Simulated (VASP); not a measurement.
# MgCdTeS (P4/mmm) in VASP: single point with PBE

Aim: the single point of MgCdTeS with PBE.

All numbers are computed with VASP 6.6.1; they aren't measurements. Logs are shortened: lines on timing, memory, paths and dates and some standing lists are left out, and cuts for length are marked.

## (1) The cell of the first run

It takes space group P4/mmm (No. 123, tetragonal). The conventional cell has a = 4.191 Å, b = 4.191 Å, c = 5.914 Å, α = 90.00°, β = 90.00°, γ = 90.00°. Mg (site symmetry 4/mmm) has 2 Cd at 2.96 Å and 4 Te at 2.96 Å within 3.9 Å. Within 3.9 Å of Cd (site symmetry 4/mmm) lie 2 Mg at 2.96 Å and 4 S at 2.96 Å. Within 3.9 Å of Te (site symmetry 4/mmm) lie 2 S at 2.96 Å and 4 Mg at 2.96 Å. S (site symmetry 4/mmm) has 2 Te at 2.96 Å and 4 Cd at 2.96 Å within 3.9 Å.

## (2) Single point, PBE

Contents of INCAR:

```
ALGO = Normal
EDIFF = 1E-6
ENCUT = 520
GGA = PE
ISIF = 2
ISMEAR = 0
LASPH = T
LCHARG = T
LELF = T
LREAL = F
LVHAR = T
LWAVE = F
NBANDS = 21
NELM = 60
PREC = Accurate
SIGMA = 0.1
```

Contents of KPOINTS:

```
k-points
0
Gamma
  4 4 4
```

Contents of POSCAR:

```
MgCdTeS
1.0
    4.1913991500      0.0000000000      0.0000000000
    0.0000000000      4.1913991500      0.0000000000
    0.0000000000      0.0000000000      5.9138296900
Mg Cd Te S
1 1 1 1
Direct
    0.5000000000      0.5000000000      0.5000000000
    0.5000000000      0.5000000000      0.0000000000
    0.0000000000      0.0000000000      0.5000000000
    0.0000000000      0.0000000000      0.0000000000
```

Potentials or basis: VASP PAW PBE potentials, release 64 (Mg, Cd, Te, S).

Command:

```
$ cat potpaw_PBE.64/Mg/POTCAR potpaw_PBE.64/Cd/POTCAR potpaw_PBE.64/Te/POTCAR potpaw_PBE.64/S/POTCAR > POTCAR
$ mpirun -np 1 vasp_std > vasp.out
```

OUTCAR:

```text
EDIFF = 1E-6
   ENCUT = 520
   GGA = PE
   ISIF = 2
   ISMEAR = 0
   LASPH = T
   LREAL = F
   NELM = 60
   PREC = Accurate

 ion  position               nearest neighbor table
   1  0.500  0.500  0.500-   2 2.96   2 2.96   3 2.96   3 2.96   3 2.96   3 2.96
   2  0.500  0.500  0.000-   1 2.96   1 2.96   4 2.96   4 2.96   4 2.96   4 2.96
   3  0.000  0.000  0.500-   4 2.96   4 2.96   1 2.96   1 2.96   1 2.96   1 2.96
   4  0.000  0.000  0.000-   3 2.96   3 2.96   2 2.96   2 2.96   2 2.96   2 2.96

  LATTYP: Found a simple tetragonal cell.
 ALAT       =     4.1913991500
 C/A-ratio  =     1.4109440496

  Lattice vectors:

 A1 = (   4.1913991500,   0.0000000000,   0.0000000000)
 A2 = (   0.0000000000,   4.1913991500,   0.0000000000)
 A3 = (   0.0000000000,   0.0000000000,   5.9138296900)

Analysis of symmetry for initial positions (statically):
=====================================================================
 Subroutine PRICEL returns:
 Original cell was already a primitive cell.

 Routine SETGRP: Setting up the symmetry group for a
 simple tetragonal supercell.

 Subroutine GETGRP returns: Found 16 space group operations
 (whereof 16 operations were pure point group operations)
 out of a pool of 16 trial point group operations.

The static configuration has the point symmetry D_4h.

Analysis of symmetry for dynamics (positions and initial velocities):
=====================================================================
 Subroutine PRICEL returns:
 Original cell was already a primitive cell.

 Routine SETGRP: Setting up the symmetry group for a
 simple tetragonal supercell.

 Subroutine GETGRP returns: Found 16 space group operations
 (whereof 16 operations were pure point group operations)
 out of a pool of 16 trial point group operations.

The dynamic configuration has the point symmetry D_4h.

 Subroutine INISYM returns: Found 16 space group operations
 (whereof 16 operations are pure point group operations),
 and found     1 'primitive' translations

----------------------------------------------------------------------------------------

                                     Primitive cell

  volume of cell :     103.8931

  direct lattice vectors                    reciprocal lattice vectors
     4.191399150  0.000000000  0.000000000     0.238583815  0.000000000  0.000000000
     0.000000000  4.191399150  0.000000000     0.000000000  0.238583815  0.000000000
     0.000000000  0.000000000  5.913829690     0.000000000  0.000000000  0.169095164

  length of vectors
     4.191399150  4.191399150  5.913829690     0.238583815  0.238583815  0.169095164

  position of ions in fractional coordinates (direct lattice)
     0.500000000  0.500000000  0.500000000
     0.500000000  0.500000000  0.000000000
     0.000000000  0.000000000  0.500000000
     0.000000000  0.000000000  0.000000000

  ion indices of the primitive-cell ions
   primitive index   ion index
                 1           1
                 2           2
                 3           3
                 4           4

----------------------------------------------------------------------------------------

 KPOINTS: k-points

Automatic generation of k-mesh.
 Grid dimensions read from file:
 generate k-points for:    4    4    4

 Generating k-lattice:

  Cartesian coordinates                     Fractional coordinates (reciprocal lattice)
     0.059645954  0.000000000  0.000000000     0.250000000  0.000000000  0.000000000
     0.000000000  0.059645954  0.000000000     0.000000000  0.250000000  0.000000000
     0.000000000  0.000000000  0.042273791     0.000000000  0.000000000  0.250000000

  Length of vectors
     0.059645954  0.059645954  0.042273791

  Shift w.r.t. Gamma in fractional coordinates (k-lattice)
     0.000000000  0.000000000  0.000000000

 Subroutine IBZKPT returns following result:
 ===========================================

 Found     18 irreducible k-points:

 Following reciprocal coordinates:
            Coordinates               Weight
  0.000000  0.000000  0.000000      1.000000
  0.250000  0.000000  0.000000      4.000000
  0.500000  0.000000  0.000000      2.000000
  0.250000  0.250000  0.000000      4.000000
  0.500000  0.250000  0.000000      4.000000
  0.500000  0.500000  0.000000      1.000000
[... 10 lines left out ...]
  0.500000  0.250000  0.500000      4.000000
  0.500000  0.500000  0.500000      1.000000
   k-points           NKPTS =     18   k-points in BZ     NKDIM =     18   number of bands    NBANDS=     21
   number of dos      NEDOS =    301   number of ions     NIONS =      4
   total plane-waves  NPLWV =  49152
   dimension x,y,z NGX =    32 NGY =   32 NGZ =   48
   dimension x,y,z NGXF=    64 NGYF=   64 NGZF=   96
   ions per type =               1   1   1   1
   NGX,Y,Z   is equivalent  to a cutoff of  12.69, 12.69, 13.49 a.u.
   NGXF,Y,Z  is equivalent  to a cutoff of  25.38, 25.38, 26.99 a.u.
 SYSTEM =  unknown system
   PREC   = accura    normal or accurate (medium, high low for compatibility)
   ISTART =      0    job   : 0-new  1-cont  2-samecut
   ICHARG =      2    charge: 1-file 2-atom 10-const
   ISPIN  =      1    spin polarized calculation?
   LNONCOLLINEAR =      F non collinear calculations
   LSORBIT =      F    spin-orbit coupling
   LASPH  =      T    aspherical Exc in radial PAW
   ENCUT  =  520.0 eV  38.22 Ry    6.18 a.u.   7.79  7.79 11.00*2*pi/ulx,y,z
   NELM   =     60;   NELMIN=  2; NELMDL= -5     # of ELM steps
   EDIFF  = 0.1E-05   stopping-criterion for ELM
   LREAL  =      F    real-space projection
   EDIFFG = 0.1E-04   stopping-criterion for IOM
   NSW    =      0    number of steps for IOM
   IBRION =     -1    ionic relax: 0-MD 1-quasi-New 2-CG
   NFREE  =      0    steps in history (QN), initial steepest desc. (CG)
   ISIF   =      2    stress and relaxation
   ISYM   =      2    0-nonsym 1-usesym 2-fastsym
   POTIM  = 0.5000    time-step for ionic-motion
   TEBEG  =    0.0;   TEEND  =   0.0 temperature during run
   PSTRESS=    0.0 pullay stress
   NELECT =      26.0000    total number of electrons
   NUPDOWN=      -1.0000    fix difference up-down
   EMIN   =  10.00;   EMAX   =-10.00  energy-range for DOS
   EFERMI =   0.00;   METHOD = LEGACY
   ISMEAR =     0;   SIGMA  =   0.10  broadening in eV -4-tet -1-fermi 0-gaus
   EFERMI_NEDOS =   21; number of points for ismear=-14 and -15
   IALGO  =     38    algorithm
   IMIX   =      4    mixing-type and parameters
     AMIX     =   0.40;   BMIX     =  1.00
     AMIX_MAG =   1.60;   BMIX_MAG =  1.00
  volume/ion in A,a.u.               =      25.97       175.28
  Fermi-wavevector in a.u.,A,eV,Ry     =   1.031661  1.949557 14.481012  1.064324
  Thomas-Fermi vector in A             =   2.165820
   LORBIT       =      0    0 simple, 1 ext, 2 COOP (PROOUT), +10 PAW based schemes
   GGA     = PE    functional components
   LHFCALC =     F    Hartree Fock is set to
   AEXX    =    0.0000 exact exchange contribution
   IVDW    =     0    specifies the selected vdW correction
   LEPSILON=     F    determine dielectric tensor
   LRPA    =     F    only Hartree local field effects (RPA)
 non-spin polarized calculation
 Gauss-broadening in eV      SIGMA  =   0.10
  energy-cutoff  :      520.00
  volume of cell :      103.89
 maximum number of plane-waves:      2816
 NGX is ok and might be reduce to    32
   NGX = 15   NGY = 15   NGZ = 21

 number of electron      26.0000009 magnetization

 Free energy of the ion-electron system (eV)
  ---------------------------------------------------
  ext. energy  EPLUGINS =         0.00000000
  ---------------------------------------------------
  free energy    TOTEN  =       -10.05010355 eV

  energy without entropy =      -10.03975075  energy(sigma->0) =      -10.04492715

 E-fermi :   3.9229     XC(G=0):  -9.2411

 val. band max:        3.9172535070   @ k =   0.5000   0.2500   0.5000
 cond. band min:       3.9516047407   @ k =   0.2500   0.2500   0.0000
 fundamental gap:      0.0343512337
 Fermi energy:         3.9228728712

 k-point     1 :       0.0000    0.0000    0.0000
  band No.  band energies     occupation
      1      -9.3131      2.00000
      2      -7.1419      2.00000
      3      -4.6260      2.00000
      4      -4.5459      2.00000
      5      -4.5459      2.00000
      6      -4.4782      2.00000
[... 13 lines left out ...]
     20      10.7854      0.00000
     21      10.7854      0.00000

 k-point     2 :       0.2500    0.0000    0.0000
  band No.  band energies     occupation
      1      -9.1593      2.00000
      2      -6.9459      2.00000
      3      -4.6948      2.00000
      4      -4.5898      2.00000
      5      -4.5427      2.00000
      6      -4.4843      2.00000
[... 13 lines left out ...]
     20      10.1929      0.00000
     21      10.4605      0.00000

 k-point     3 :       0.5000    0.0000    0.0000
  band No.  band energies     occupation
      1      -8.9890      2.00000
      2      -6.7098      2.00000
      3      -4.7889      2.00000
      4      -4.6307      2.00000
      5      -4.5550      2.00000
      6      -4.5394      2.00000
[... 13 lines left out ...]
     20      10.2051      0.00000
     21      11.1474      0.00000
[... 313 lines left out ...]
 k-point    17 :       0.5000    0.2500    0.5000
  band No.  band energies     occupation
      1      -8.5971      2.00000
      2      -7.3540      2.00000
      3      -4.7290      2.00000
      4      -4.5791      2.00000
      5      -4.5717      2.00000
      6      -4.3604      2.00000
[... 13 lines left out ...]
     20      11.2837      0.00000
     21      11.9649      0.00000

 k-point    18 :       0.5000    0.5000    0.5000
  band No.  band energies     occupation
      1      -8.5927      2.00000
      2      -7.1545      2.00000
      3      -4.7023      2.00000
      4      -4.6009      2.00000
      5      -4.6009      2.00000
      6      -4.3052      2.00000
[... 13 lines left out ...]
     20      11.1092      0.00000
     21      11.1092      0.00000

------------------------ aborting loop because EDIFF is reached ----------------------------------------

  FORCE on cell =-STRESS in cart. coord.  units (eV):
  Direction    XX          YY          ZZ          XY          YZ          ZX
  --------------------------------------------------------------------------------------
  -------------------------------------------------------------------------------------
  Total       -0.7192521     -0.7192521     -0.8644765      0.0000000     -0.0000000      0.0000000
  in kB      -11.0918722    -11.0918722    -13.3314354      0.0000000     -0.0000000      0.0000000
  external PRESSURE =     -11.8383933 kB  Pullay stress =       0.0000000 kB

 VOLUME and BASIS-vectors are now :
 -----------------------------------------------------------------------------
  energy-cutoff  :      520.00
  volume of cell :      103.89
      direct lattice vectors                 reciprocal lattice vectors
     4.191399150  0.000000000  0.000000000     0.238583815  0.000000000  0.000000000
     0.000000000  4.191399150  0.000000000     0.000000000  0.238583815  0.000000000
     0.000000000  0.000000000  5.913829690     0.000000000  0.000000000  0.169095164

 POSITION                                       TOTAL-FORCE (eV/Angst)
 -----------------------------------------------------------------------------------
      2.09570      2.09570      2.95691         0.000000      0.000000      0.000000
      2.09570      2.09570      0.00000         0.000000      0.000000      0.000000
      0.00000      0.00000      2.95691         0.000000      0.000000      0.000000
      0.00000      0.00000      0.00000         0.000000      0.000000      0.000000
 -----------------------------------------------------------------------------------
    total drift:                                0.000000     -0.000000     -0.000000

  FREE ENERGIE OF THE ION-ELECTRON SYSTEM (eV)
  ---------------------------------------------------
  free  energy   TOTEN  =       -10.0501035475 eV

  energy  without entropy=      -10.0397507522  energy(sigma->0) =      -10.04492715
```

It took 32 s on 1 thread of AMD EPYC 7R13 (Zen 3), shared host; peak memory 0.2 GiB.

Results:

```yaml
Free_energy: -10.0501 eV
Pressure: -1.2 GPa
Band_gap_on_the_k_mesh: zero (band 13 reaches 4.60 eV, above the bottom of band 14 at 2.31 eV)
```

Levels at points of the mesh, in eV from the Fermi level:
| k point | band 11 | band 12 | band 13 | band 14 | band 15 | band 16 |
| --- | --- | --- | --- | --- | --- | --- |
| (0.00, 0.00, 0.00) | -2.67 | -1.20 | -1.20 | 1.03 | 2.21 | 2.81 |
| (0.50, 0.00, 0.00) | -2.14 | -0.67 | -0.10 | 1.38 | 1.76 | 2.21 |
| (0.50, 0.50, 0.00) | -2.97 | -2.67 | -2.67 | 1.22 | 1.59 | 2.52 |
| (0.00, 0.00, 0.50) | -2.39 | -1.97 | -1.97 | -1.10 | -0.84 | 3.32 |
| (0.50, 0.00, 0.50) | -1.63 | -1.55 | -1.48 | 1.31 | 2.03 | 2.77 |
| (0.50, 0.50, 0.50) | -3.72 | -2.20 | -1.95 | -1.61 | -1.17 | 4.76 |

Caveat: the k points lie up to 0.37 Å⁻¹ apart; spin-orbit coupling is left out, which moves the levels of the heavy elements.
